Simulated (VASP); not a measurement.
# Zn (Fm-3m) in VASP: further runs

Runs on Zn. Level: LDA. Tasks: single point.

Everything below comes from runs of VASP 6.6.1. Logs are shortened: lines on timing, memory, paths and dates and some standing lists are left out, and cuts for length are marked.

## Step 1: The cell of the first run

Symmetry: Fm-3m, No. 225, cubic system. Conventional cell: a = 3.822 Å, b = 3.822 Å, c = 3.822 Å, α = 90.00°, β = 90.00°, γ = 90.00°. Zn (site symmetry m-3m) has 12 Zn at 2.70 Å within 3.6 Å.

## Step 2: Single point, LDA

Contents of INCAR:

```
ALGO = Normal
EDIFF = 1E-7
ENCUT = 520
ISIF = 2
ISMEAR = 1
LASPH = True
LCHARG = False
LREAL = False
LWAVE = False
NBANDS = 12
NELM = 60
PREC = Accurate
SIGMA = 0.05
```

Contents of KPOINTS:

```
k-points
0
Gamma
  13 13 13
```

Contents of POSCAR:

```
Zn
1.0
    0.0000000000      1.9109191836      1.9109191836
    1.9109191836      0.0000000000      1.9109191836
    1.9109191836      1.9109191836      0.0000000000
Zn
1
Direct
    0.0000000000      0.0000000000      0.0000000000
```

Potentials or basis: VASP PAW LDA potentials, release 64 (Zn).

Started as:

```sh
cat potpaw_LDA.64/Zn/POTCAR > POTCAR
mpirun -np 1 vasp_std > vasp.out
```

OUTCAR:

```text
EDIFF = 1E-7
   ENCUT = 520
   ISIF = 2
   ISMEAR = 1
   LASPH = True
   LREAL = False
   NELM = 60
   PREC = Accurate

 ion  position               nearest neighbor table
   1  0.000  0.000  0.000-

  LATTYP: Found a face centered cubic cell.
 ALAT       =     3.8218383672

  Lattice vectors:

 A1 = (   0.0000000000,   1.9109191836,   1.9109191836)
 A2 = (   1.9109191836,   0.0000000000,   1.9109191836)
 A3 = (   1.9109191836,   1.9109191836,   0.0000000000)

Analysis of symmetry for initial positions (statically):
=====================================================================
 Subroutine PRICEL returns:
 Original cell was already a primitive cell.

 Routine SETGRP: Setting up the symmetry group for a
 face centered cubic supercell.

 Subroutine GETGRP returns: Found 48 space group operations
 (whereof 48 operations were pure point group operations)
 out of a pool of 48 trial point group operations.

The static configuration has the point symmetry O_h .

Analysis of symmetry for dynamics (positions and initial velocities):
=====================================================================
 Subroutine PRICEL returns:
 Original cell was already a primitive cell.

 Routine SETGRP: Setting up the symmetry group for a
 face centered cubic supercell.

 Subroutine GETGRP returns: Found 48 space group operations
 (whereof 48 operations were pure point group operations)
 out of a pool of 48 trial point group operations.

The dynamic configuration has the point symmetry O_h .

 Subroutine INISYM returns: Found 48 space group operations
 (whereof 48 operations are pure point group operations),
 and found     1 'primitive' translations

----------------------------------------------------------------------------------------

                                     Primitive cell

  volume of cell :      13.9559

  direct lattice vectors                    reciprocal lattice vectors
     0.000000000  1.910919184  1.910919184    -0.261654184  0.261654184  0.261654184
     1.910919184  0.000000000  1.910919184     0.261654184 -0.261654184  0.261654184
     1.910919184  1.910919184  0.000000000     0.261654184  0.261654184 -0.261654184

  length of vectors
     2.702447826  2.702447826  2.702447826     0.453198341  0.453198341  0.453198341

  position of ions in fractional coordinates (direct lattice)
     0.000000000  0.000000000  0.000000000

  ion indices of the primitive-cell ions
   primitive index   ion index
                 1           1

----------------------------------------------------------------------------------------

 KPOINTS: k-points

Automatic generation of k-mesh.
 Grid dimensions read from file:
 generate k-points for:   13   13   13

 Generating k-lattice:

  Cartesian coordinates                     Fractional coordinates (reciprocal lattice)
    -0.020127245  0.020127245  0.020127245     0.076923077  0.000000000  0.000000000
     0.020127245 -0.020127245  0.020127245     0.000000000  0.076923077  0.000000000
     0.020127245  0.020127245 -0.020127245     0.000000000  0.000000000  0.076923077

  Length of vectors
     0.034861411  0.034861411  0.034861411

  Shift w.r.t. Gamma in fractional coordinates (k-lattice)
     0.000000000  0.000000000  0.000000000

 Subroutine IBZKPT returns following result:
 ===========================================

 Found     84 irreducible k-points:

 Following reciprocal coordinates:
            Coordinates               Weight
  0.000000  0.000000  0.000000      1.000000
  0.076923  0.000000  0.000000      8.000000
  0.153846  0.000000  0.000000      8.000000
  0.230769  0.000000  0.000000      8.000000
  0.307692  0.000000  0.000000      8.000000
  0.384615  0.000000  0.000000      8.000000
[... 16 lines left out ...]
  0.384615  0.153846  0.000000     24.000000
  0.461538  0.153846  0.000000     24.000000
 [... further k-points ...]
   k-points           NKPTS =     84   k-points in BZ     NKDIM =     84   number of bands    NBANDS=     12
   number of dos      NEDOS =    301   number of ions     NIONS =      1
   total plane-waves  NPLWV =   8000
   dimension x,y,z NGX =    20 NGY =   20 NGZ =   20
   dimension x,y,z NGXF=    40 NGYF=   40 NGZF=   40
   ions per type =               1
   NGX,Y,Z   is equivalent  to a cutoff of  12.30, 12.30, 12.30 a.u.
   NGXF,Y,Z  is equivalent  to a cutoff of  24.61, 24.61, 24.61 a.u.
 SYSTEM =  unknown system
   PREC   = accura    normal or accurate (medium, high low for compatibility)
   ISTART =      0    job   : 0-new  1-cont  2-samecut
   ICHARG =      2    charge: 1-file 2-atom 10-const
   ISPIN  =      1    spin polarized calculation?
   LNONCOLLINEAR =      F non collinear calculations
   LSORBIT =      F    spin-orbit coupling
   LASPH  =      T    aspherical Exc in radial PAW
   ENCUT  =  520.0 eV  38.22 Ry    6.18 a.u.   5.02  5.02  5.02*2*pi/ulx,y,z
   NELM   =     60;   NELMIN=  2; NELMDL= -5     # of ELM steps
   EDIFF  = 0.1E-06   stopping-criterion for ELM
   LREAL  =      F    real-space projection
   EDIFFG = 0.1E-05   stopping-criterion for IOM
   NSW    =      0    number of steps for IOM
   IBRION =     -1    ionic relax: 0-MD 1-quasi-New 2-CG
   NFREE  =      0    steps in history (QN), initial steepest desc. (CG)
   ISIF   =      2    stress and relaxation
   ISYM   =      2    0-nonsym 1-usesym 2-fastsym
   POTIM  = 0.5000    time-step for ionic-motion
   TEBEG  =    0.0;   TEEND  =   0.0 temperature during run
   PSTRESS=    0.0 pullay stress
   NELECT =      12.0000    total number of electrons
   NUPDOWN=      -1.0000    fix difference up-down
   EMIN   =  10.00;   EMAX   =-10.00  energy-range for DOS
   EFERMI =   0.00;   METHOD = LEGACY
   ISMEAR =     1;   SIGMA  =   0.05  broadening in eV -4-tet -1-fermi 0-gaus
   EFERMI_NEDOS =   21; number of points for ismear=-14 and -15
   IALGO  =     38    algorithm
   IMIX   =      4    mixing-type and parameters
     AMIX     =   0.40;   BMIX     =  1.00
     AMIX_MAG =   1.60;   BMIX_MAG =  1.00
  volume/ion in A,a.u.               =      13.96        94.18
  Fermi-wavevector in a.u.,A,eV,Ry     =   1.556741  2.941813 32.972922  2.423441
  Thomas-Fermi vector in A             =   2.660492
   LORBIT       =      0    0 simple, 1 ext, 2 COOP (PROOUT), +10 PAW based schemes
   GGA     = CA    functional components
   LHFCALC =     F    Hartree Fock is set to
   AEXX    =    0.0000 exact exchange contribution
   IVDW    =     0    specifies the selected vdW correction
   LEPSILON=     F    determine dielectric tensor
   LRPA    =     F    only Hartree local field effects (RPA)
 non-spin polarized calculation
 Methfessel and Paxton  Order N= 1 SIGMA  =   0.05
  energy-cutoff  :      520.00
  volume of cell :       13.96
 maximum number of plane-waves:       384
   NGX =  9   NGY =  9   NGZ =  9

 number of electron      12.0000016 magnetization

 Free energy of the ion-electron system (eV)
  ---------------------------------------------------
  ext. energy  EPLUGINS =         0.00000000
  ---------------------------------------------------
  free energy    TOTEN  =        -1.84734044 eV

  energy without entropy =       -1.84727958  energy(sigma->0) =       -1.84732015

 E-fermi :   3.4654     XC(G=0): -12.3617

 val. band max:        3.2865403420   @ k =  -0.3846   0.3846   0.0769
 cond. band min:       3.4865186444   @ k =  -0.3846   0.3077   0.0000
 fundamental gap:      0.1999783024
 Fermi energy:         3.4654252091

 k-point     1 :       0.0000    0.0000    0.0000
  band No.  band energies     occupation
      1      -7.5662      2.00000
      2      -4.4536      2.00000
      3      -4.4536      2.00000
      4      -4.4536      2.00000
      5      -4.0061      2.00000
      6      -4.0061      2.00000
      7      22.7826      0.00000
      8      22.7826      0.00000
      9      22.7826      0.00000
     10      23.1465      0.00000
     11      25.6189      0.00000
     12      25.6189      0.00000

 k-point     2 :       0.0769    0.0000    0.0000
  band No.  band energies     occupation
      1      -7.3773      2.00000
      2      -4.4709      2.00000
      3      -4.4303      2.00000
      4      -4.4303      2.00000
      5      -4.0127      2.00000
      6      -4.0127      2.00000
      7      19.8142      0.00000
      8      22.2060      0.00000
      9      22.2060      0.00000
     10      22.9974      0.00000
     11      26.5164      0.00000
     12      26.5164      0.00000

 k-point     3 :       0.1538    0.0000    0.0000
  band No.  band energies     occupation
      1      -6.8295      2.00000
      2      -4.4979      2.00000
      3      -4.3800      2.00000
      4      -4.3800      2.00000
      5      -4.0156      2.00000
      6      -4.0156      2.00000
      7      15.8629      0.00000
      8      21.2930      0.00000
      9      21.2930      0.00000
     10      22.8331      0.00000
     11      28.3538      0.00000
     12      28.3858      0.00000

 k-point     4 :       0.2308    0.0000    0.0000
  band No.  band energies     occupation
      1      -6.0343      2.00000
      2      -4.4081      2.00000
      3      -4.3574      2.00000
      4      -4.3574      2.00000
      5      -3.9685      2.00000
      6      -3.9685      2.00000
      7      12.1025      0.00000
      8      20.5366      0.00000
      9      20.5366      0.00000
     10      22.5518      0.00000
     11      26.9401      0.00000
     12      26.9401      0.00000

 k-point     5 :       0.3077    0.0000    0.0000
  band No.  band energies     occupation
      1      -5.4505      2.00000
      2      -4.3850      2.00000
      3      -4.3850      2.00000
      4      -3.8627      2.00000
      5      -3.8627      2.00000
      6      -3.7279      2.00000
      7       8.6277      0.00000
      8      20.0124      0.00000
      9      20.0124      0.00000
     10      22.1925      0.00000
     11      25.2805      0.00000
     12      25.2805      0.00000

 k-point     6 :       0.3846    0.0000    0.0000
  band No.  band energies     occupation
      1      -5.3267      2.00000
      2      -4.4277      2.00000
      3      -4.4277      2.00000
      4      -3.7521      2.00000
      5      -3.7521      2.00000
      6      -2.2108      2.00000
      7       5.4890      0.00000
      8      19.7100      0.00000
      9      19.7100      0.00000
     10      21.8571      0.00000
     11      24.0983      0.00000
     12      24.0983      0.00000

 k-point     7 :       0.4615    0.0000    0.0000
  band No.  band energies     occupation
      1      -5.3246      2.00000
      2      -4.4555      2.00000
      3      -4.4555      2.00000
      4      -3.6845      2.00000
      5      -3.6845      2.00000
      6      -0.3234      2.00000
      7       2.8436      2.00000
      8      19.5837      0.00000
      9      19.5837      0.00000
     10      21.6566      0.00000
     11      23.4737      0.00000
     12      23.4737      0.00000

 k-point     8 :       0.0769    0.0769    0.0000
  band No.  band energies     occupation
      1      -7.3144      2.00000
      2      -4.4951      2.00000
      3      -4.4124      2.00000
      4      -4.4124      2.00000
      5      -4.0432      2.00000
      6      -3.9882      2.00000
      7      20.8091      0.00000
      8      20.8091      0.00000
      9      21.6430      0.00000
     10      22.0624      0.00000
     11      27.6443      0.00000
     12      27.9673      0.00000
[... 166 lines left out ...]
 k-point    20 :       0.1538    0.1538    0.0000
  band No.  band energies     occupation
      1      -6.5865      2.00000
      2      -4.6099      2.00000
      3      -4.2940      2.00000
      4      -4.2940      2.00000
      5      -4.1207      2.00000
      6      -3.9385      2.00000
      7      18.2468      0.00000
      8      18.2468      0.00000
      9      19.7981      0.00000
     10      20.6832      0.00000
     11      23.1854      0.00000
     12      31.0434      0.00000

 k-point    21 :       0.2308    0.1538    0.0000
  band No.  band energies     occupation
      1      -5.9860      2.00000
      2      -4.6742      2.00000
      3      -4.2767      2.00000
      4      -4.2277      2.00000
      5      -4.0305      2.00000
      6      -3.8950      2.00000
      7      15.0791      0.00000
      8      17.2123      0.00000
      9      19.5235      0.00000
     10      20.7426      0.00000
     11      21.7816      0.00000
     12      30.9812      0.00000

 k-point    22 :       0.3077    0.1538    0.0000
  band No.  band energies     occupation
      1      -5.3318      2.00000
      2      -4.6526      2.00000
      3      -4.3537      2.00000
      4      -4.2126      2.00000
      5      -3.8116      2.00000
      6      -3.5701      2.00000
      7      11.4811      0.00000
      8      16.5507      0.00000
      9      18.5579      0.00000
     10      19.2591      0.00000
     11      24.1334      0.00000
     12      30.4206      0.00000

 k-point    23 :       0.3846    0.1538    0.0000
  band No.  band energies     occupation
      1      -5.1090      2.00000
      2      -4.4933      2.00000
      3      -4.3527      2.00000
      4      -4.2421      2.00000
      5      -3.7186      2.00000
      6      -2.4729      2.00000
      7       8.1355      0.00000
      8      16.2872      0.00000
      9      16.8303      0.00000
     10      19.0533      0.00000
     11      26.8315      0.00000
     12      29.2989      0.00000

 k-point    24 :       0.4615    0.1538    0.0000
  band No.  band energies     occupation
      1      -5.1041      2.00000
      2      -4.5311      2.00000
      3      -4.2823      2.00000
      4      -4.1554      2.00000
      5      -3.6668      2.00000
      6      -0.7591      2.00000
      7       5.1212      0.00000
      8      15.4120      0.00000
      9      16.4406      0.00000
     10      19.1415      0.00000
     11      27.9800      0.00000
     12      28.6653      0.00000

 [... further k-points ...]
[... 5 lines left out ...]
  --------------------------------------------------------------------------------------
  -------------------------------------------------------------------------------------
  Total       -0.2048076     -0.2048076     -0.2048076     -0.0000000     -0.0000000     -0.0000000
  in kB      -23.5125459    -23.5125459    -23.5125459     -0.0000000     -0.0000000     -0.0000000
  external PRESSURE =     -23.5125459 kB  Pullay stress =       0.0000000 kB

 VOLUME and BASIS-vectors are now :
 -----------------------------------------------------------------------------
  energy-cutoff  :      520.00
  volume of cell :       13.96
      direct lattice vectors                 reciprocal lattice vectors
     0.000000000  1.910919184  1.910919184    -0.261654184  0.261654184  0.261654184
     1.910919184  0.000000000  1.910919184     0.261654184 -0.261654184  0.261654184
     1.910919184  1.910919184  0.000000000     0.261654184  0.261654184 -0.261654184

 POSITION                                       TOTAL-FORCE (eV/Angst)
 -----------------------------------------------------------------------------------
      0.00000      0.00000      0.00000         0.000000      0.000000      0.000000
 -----------------------------------------------------------------------------------
    total drift:                                0.000000      0.000000      0.000000

  FREE ENERGIE OF THE ION-ELECTRON SYSTEM (eV)
  ---------------------------------------------------
  free  energy   TOTEN  =        -1.8473404366 eV

  energy  without entropy=       -1.8472795814  energy(sigma->0) =       -1.84732015
```

Wall time 4.2 s (1 thread of Intel Xeon 6975P-C (Granite Rapids), shared host); peak memory 0.12 GiB.

What came out:

* Free energy: -1.8473 eV
* Pressure: -2.4 GPa
* Band gap on the k mesh: zero (band 6 reaches 4.56 eV, above the bottom of band 7 at 2.38 eV)

## Step 3: Single point, LDA

This run uses another cell than the first one, of 14.56 Å³/atom, 1.043 times its volume.

Contents of INCAR:

```
SYSTEM = Zn
  ALGO = Normal
  EDIFF = 1E-6
  ENCUT = 520
  ISIF = 2
  ISMEAR = 1
  LASPH = .True.
  LCHARG = .False.
  LREAL = .False.
  LWAVE = .False.
  NBANDS = 12
  NELM = 80
  PREC = Accurate
  SIGMA = 0.05
```

Contents of KPOINTS:

```
k-points
0
Gamma
  13 13 13
  0 0 0
```

Contents of POSCAR:

```
Zn
1.0
    0.0000000000      1.9382217178      1.9382217178
    1.9382217178      0.0000000000      1.9382217178
    1.9382217178      1.9382217178      0.0000000000
Zn
1
Direct
    0.0000000000      0.0000000000      0.0000000000
```

Potentials or basis: VASP PAW LDA potentials, release 64 (Zn).

Started as:

```sh
cat potpaw_LDA.64/Zn/POTCAR > POTCAR
mpirun -np 1 vasp_std > vasp.out
```

OUTCAR:

```text
SYSTEM = Zn
   EDIFF = 1E-6
   ENCUT = 520
   ISIF = 2
   ISMEAR = 1
   LASPH = .True.
   LREAL = .False.
   NELM = 80
   PREC = Accurate

 ion  position               nearest neighbor table
   1  0.000  0.000  0.000-

  LATTYP: Found a face centered cubic cell.
 ALAT       =     3.8764434356

  Lattice vectors:

 A1 = (   0.0000000000,   1.9382217178,   1.9382217178)
 A2 = (   1.9382217178,   0.0000000000,   1.9382217178)
 A3 = (   1.9382217178,   1.9382217178,   0.0000000000)

Analysis of symmetry for initial positions (statically):
[... 529 lines left out ...]
      5      -3.9313      2.00000
      6      -0.9728      2.00000
      7       4.7188      0.00000
      8      14.7258      0.00000
      9      15.7356      0.00000
     10      18.4414      0.00000
     11      27.0121      0.00000
     12      27.6887      0.00000

 [... further k-points ...]
[... 5 lines left out ...]
  --------------------------------------------------------------------------------------
  -------------------------------------------------------------------------------------
  Total       -0.5175218     -0.5175218     -0.5175218      0.0000000      0.0000000      0.0000000
  in kB      -56.9375638    -56.9375638    -56.9375638      0.0000000      0.0000000      0.0000000
  external PRESSURE =     -56.9375638 kB  Pullay stress =       0.0000000 kB

 VOLUME and BASIS-vectors are now :
 -----------------------------------------------------------------------------
  energy-cutoff  :      520.00
  volume of cell :       14.56
      direct lattice vectors                 reciprocal lattice vectors
     0.000000000  1.938221718  1.938221718    -0.257968423  0.257968423  0.257968423
     1.938221718  0.000000000  1.938221718     0.257968423 -0.257968423  0.257968423
     1.938221718  1.938221718  0.000000000     0.257968423  0.257968423 -0.257968423

 POSITION                                       TOTAL-FORCE (eV/Angst)
 -----------------------------------------------------------------------------------
      0.00000      0.00000      0.00000        -0.000000      0.000000      0.000000
 -----------------------------------------------------------------------------------
    total drift:                                0.000000      0.000000      0.000000

  FREE ENERGIE OF THE ION-ELECTRON SYSTEM (eV)
  ---------------------------------------------------
  free  energy   TOTEN  =        -1.8317261870 eV

  energy  without entropy=       -1.8316838084  energy(sigma->0) =       -1.83171206
```

OSZICAR:

```text
N       E                     dE             d eps       ncg     rms          rms(c)
DAV:   1     0.420923983233E+02    0.42092E+02   -0.66158E+03  2108   0.161E+03
DAV:   2    -0.732029372123E+00   -0.42824E+02   -0.39958E+02  2076   0.212E+02
DAV:   3    -0.196189157745E+01   -0.12299E+01   -0.12281E+01  2368   0.367E+01
DAV:   4    -0.196446468915E+01   -0.25731E-02   -0.25730E-02  2276   0.162E+00
DAV:   5    -0.196446657312E+01   -0.18840E-05   -0.18841E-05  2328   0.438E-02    0.308E+00
DAV:   6    -0.184491049944E+01    0.11956E+00   -0.61754E-01  2432   0.160E+01    0.228E+00
DAV:   7    -0.183582538906E+01    0.90851E-02   -0.13517E-02  2264   0.233E+00    0.115E+00
DAV:   8    -0.183173813736E+01    0.40873E-02   -0.14984E-03  2764   0.507E-01    0.281E-02
DAV:   9    -0.183172668760E+01    0.11450E-04   -0.91530E-05  3076   0.155E-01    0.228E-02
DAV:  10    -0.183172618695E+01    0.50065E-06   -0.83158E-06  2240   0.516E-02
   1 F= -.18317262E+01 E0= -.18317121E+01  d E =-.423785E-04
```

stdout:

```text
POSCAR found type information on POSCAR Zn
 POSCAR found :  1 types and       1 ions
 scaLAPACK will be used
 LDA part: xc-table for (Slater(with rela. corr.)+CA(PZ))
 , standard interpolation
 POSCAR, INCAR and KPOINTS ok, starting setup
 FFT: planning ... GRIDC
 FFT: planning ... GRID_SOFT
 FFT: planning ... GRID
 WAVECAR not read
 entering main loop
```

Wall time 4 s (1 thread of Intel Xeon 6975P-C (Granite Rapids), shared host); peak memory 0.12 GiB.

What came out:

| Property | Result |
| --- | --- |
| Free energy | -1.8317 eV |
| Pressure | -5.7 GPa |
| Band gap on the k mesh | zero (band 6 reaches 4.24 eV, above the bottom of band 7 at 1.98 eV) |
